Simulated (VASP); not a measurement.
The system is ZnO.

```xyz
2
Lattice="0.0000 2.1338 2.1338 2.0591 0.0000 2.1338 2.0591 2.1338 0.0000" Properties=species:S:1:pos:R:3 pbc="T T T"
Zn    0.0000    0.0000    0.0000
O     2.0591    2.1338    2.1338
```

This cell differs from its parent crystal: uniaxial x strain -3.5%.

Base run:

| Quantity | Value |
| --- | --- |
| Program | VASP 6.6.1 |
| Functional | PBE |
| Potentials or basis | VASP PAW PBE potentials, release 64 (Zn, O) |
| Cutoff | 520 eV |
| k mesh | 10 × 10 × 10 |
| Occupations | fermi-dirac, width 0.02 eV |
| Spin | no spin polarisation |

Its results: band gap on the k mesh 0.99 eV, indirect (least direct gap 2.58 eV); pressure 17.5 GPa.

Task: The run is repeated on the same cell with these changes: functional from PBE to r2SCAN; occupations from fermi-dirac, width 0.02 eV to gaussian, width 0.01 eV. What comes out?

Result: Band gap on the k mesh 1.62 eV, indirect (least direct gap 3.27 eV); pressure 9.4 GPa.

Caveats: the PAW data sets were made with another functional, which shifts forces and pressure a little (some runs).

A k mesh can miss the band edges.
